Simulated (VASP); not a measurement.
Input of a VASP 6.6.1 run:

File INCAR:

```
  PREC = Accurate
  ENCUT = 520
  EDIFF = 1E-7
  ISMEAR = 0
  SIGMA = 0.1
  LREAL = F
  LASPH = T
  NELM = 80
  ALGO = Normal
  ISIF = 2
  LWAVE = F
  LCHARG = F
  LDIPOL = T
  IDIPOL = 3
  DIPOL = 0.5 0.5 0.350
  GGA = PS
  NBANDS = 28
```

The input KPOINTS:

```
Automatic mesh
0
Gamma
  10 10 1
```

The input POSCAR:

```
Ti3C
1.0
    2.7797925781      0.0000000000      0.0000000000
   -0.9265975260      2.6208135764      0.0000000000
    0.0000000000      0.0000000000     19.7756614792
Ti C
3 1
Direct
    0.5000000000      0.5000000000      0.2022688346
    0.0000000000      0.0000000000      0.3106574497
    0.5000000000      0.5000000000      0.4184771006
    0.8333333333      1.1666666667      0.4670606293
```

Potentials or basis: VASP PAW PBE potentials, release 64 (Ti_sv, C).

Command:

```bash
$ cat potpaw_PBE.64/Ti_sv/POTCAR potpaw_PBE.64/C/POTCAR > POTCAR
$ mpirun -np 1 vasp_std > vasp.out
```

Estimate the band gap on the k mesh.

zero (band 20 reaches 0.10 eV, above the bottom of band 21 at -0.38 eV).

Predict the largest force.

2.486 eV/Å.

Forces in eV/Å, atoms in the order of the input:
```
Ti  -0.050  0.035  0.237
Ti   0.042 -0.030 -1.346
Ti  -1.827  1.292  1.083
C    1.835 -1.297  0.026
```

Caveat: the PAW data sets were made with another functional, which shifts forces and pressure a little.
